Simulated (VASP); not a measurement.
The system is Ti2Ge.

```xyz
6
Lattice="0.0000 3.7548 3.7548 3.7548 0.0000 3.7548 3.7548 3.7548 0.0000" Properties=species:S:1:pos:R:3 pbc="T T T"
Ti    2.9959    2.9959    2.9959
Ti    4.5136    4.5136    2.9959
Ti    4.5136    2.9959    4.5136
Ti    2.9959    4.5136    4.5136
Ge    1.8774    1.8774    1.8774
Ge    0.0000    0.0000    0.0000
```

The cell was built from a structure type or drawn by symmetry, and may not be a known phase.

| Property | Result |
| --- | --- |
| Program | VASP 6.6.1 |
| Task | relaxation of cell and atoms |
| Functional | PBE |
| Potentials or basis | VASP PAW PBE potentials, release 64 (Ti_sv, Ge_d) |
| Cutoff | 600 eV |
| k mesh | 4 × 4 × 4 |
| Occupations | gaussian, width 0.1 eV |
| Spin | no spin polarisation |

At the start: pressure 54.7 GPa; volume 17.65 Å³/atom.

Task: How do energy, volume and symmetry change on relaxing?

Result: Over 11 steps the energy falls by 1495.1 meV/atom and the volume is 32.10 Å³/atom (+81.9 %); space group F-43m (No. 216, to 0.1 Å) before and after.

The path:
```
step  energy change (eV)  largest force (eV/Å)  pressure (GPa)  volume (Å³)
   1              0.0000                4.3565           54.67       105.87
   2             -6.8143                4.0841           -0.48       227.54
   3             -7.5354                3.8843            5.59       167.48
   4             -7.5253                4.3127            3.07       184.94
   5             -8.6189                0.1770           -3.59       221.04
   6             -8.7623                0.6839           -2.22       210.81
   7             -8.7626                0.7359           -2.13       210.28
   8             -8.9446                0.3798           -0.67       197.21
   9             -8.9674                0.1470            0.25       191.18
  10             -8.9674                0.1629            0.19       191.55
  11             -8.9704                0.0035           -0.02       192.62
```

Final structure:
```cif
data_structure
_symmetry_space_group_name_H-M 'P 1'
_symmetry_Int_Tables_number 1
_cell_length_a 6.4825
_cell_length_b 6.4825
_cell_length_c 6.4825
_cell_angle_alpha 60.000
_cell_angle_beta 60.000
_cell_angle_gamma 60.000
_cell_volume 192.62
loop_
_atom_site_label
_atom_site_type_symbol
_atom_site_fract_x
_atom_site_fract_y
_atom_site_fract_z
_atom_site_occupancy
Ti1 Ti 0.40063 0.40063 0.40063 1
Ti2 Ti 0.40063 0.40063 0.79811 1
Ti3 Ti 0.40063 0.79811 0.40063 1
Ti4 Ti 0.79811 0.40063 0.40063 1
Ge1 Ge 0.25000 0.25000 0.25000 1
Ge2 Ge 0.00000 0.00000 0.00000 1
```

Caveat: the k points lie up to 0.30 Å⁻¹ apart in the final cell; the volume moved by over 15 % at a fixed basis, so the end points are rough.
